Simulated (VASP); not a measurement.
A run of VASP 6.6.1 is set up as follows.

Contents of INCAR:

```
PREC     = Accurate       # precision mode
ENCUT    = 500            # plane-wave cutoff, eV
EDIFF    = 1E-6           # SCF threshold, eV
ISMEAR   = 0              # smearing method
SIGMA    = 0.05           # smearing width, eV
LREAL    = False          # projectors in reciprocal space
LASPH    = True           # aspherical terms in the spheres
NELM     = 120            # most SCF steps
ALGO     = Normal         # electronic algorithm
ISIF     = 2              # what is computed and relaxed
LWAVE    = False          # write WAVECAR
LCHARG   = False          # write CHGCAR
GGA      = PE             # functional
NBANDS   = 12             # bands
GGA_COMPAT= False
```

KPOINTS

```
Automatic mesh
0
Gamma
  8 8 8
```

The input POSCAR:

```
In
1.0
   -1.5997970126      1.5997970126      2.6544095799
    1.5997970126     -1.5997970126      2.6544095799
    1.5997970126      1.5997970126     -2.6544095799
In
1
Direct
    0.0000000000      0.0000000000      0.0000000000
```

Potentials or basis: VASP PAW PBE potentials, release 64 (In_d).

Launch:

```sh
$ cat potpaw_PBE.64/In_d/POTCAR > POTCAR
$ mpirun -np 1 vasp_std > vasp.out
```

Task: What does it give for the pressure?

Result: 0.2 GPa.

Stress tensor (GPa, compression positive):
```
0.02 0.00 0.00
0.00 0.02 0.00
0.00 0.00 0.47
```
